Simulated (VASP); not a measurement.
Write the native input for VASP 6.6.1 that does the following.

- Task: single point
- Functional: PBE
- Potentials or basis: VASP PAW PBE potentials, release 64 (Ca_sv, O)
- Cutoff: 520 eV
- k mesh: 10 × 10 × 10
- Occupations: gaussian, width 0.05 eV
- Spin: no spin polarisation
- Dipole correction: no
- Further INCAR settings: ALGO = Normal; EDIFF = 1e-06; NBANDS = 15

The structure of CaO lies in POSCAR:

```
CaO
1.0
   -0.2585328953      2.3267960578      2.3267960578
    2.3267960578     -0.2585328953      2.3267960578
    2.3267960578      2.3267960578     -0.2585328953
Ca O
1 1
Direct
    0.0000000000      0.0000000000      0.0000000000
    0.5000000000      0.5000000000      0.5000000000
```

This cell differs from its parent crystal: ratio of the length along [111] to the lengths across it x 0.85, volume and fractional coordinates fixed.

These files were run (other wordings do the same):

INCAR

```
PREC = Accurate
ENCUT = 520
EDIFF = 1E-6
ISMEAR = 0
SIGMA = 0.05
LREAL = F
LASPH = T
NELM = 60
ALGO = Normal
ISIF = 2
LWAVE = F
LCHARG = T
GGA = PE
LELF = T
LVHAR = T
NBANDS = 15
```

KPOINTS

```
regular mesh
0
Gamma
  10 10 10
```

Potentials or basis: VASP PAW PBE potentials, release 64 (Ca_sv, O).

Command:

```bash
$ cat potpaw_PBE.64/Ca_sv/POTCAR potpaw_PBE.64/O/POTCAR > POTCAR
$ mpirun -np 1 vasp_std > vasp.out
```

Results of the run:

* Pressure: -4.3 GPa
* Band gap on the k mesh: 3.24 eV, indirect (least direct gap 3.66 eV)

It took 22 s on 1 thread of Intel(R) Xeon(R) 6975P-C (Granite Rapids), with other jobs on the host, peak memory 0.19 GiB.
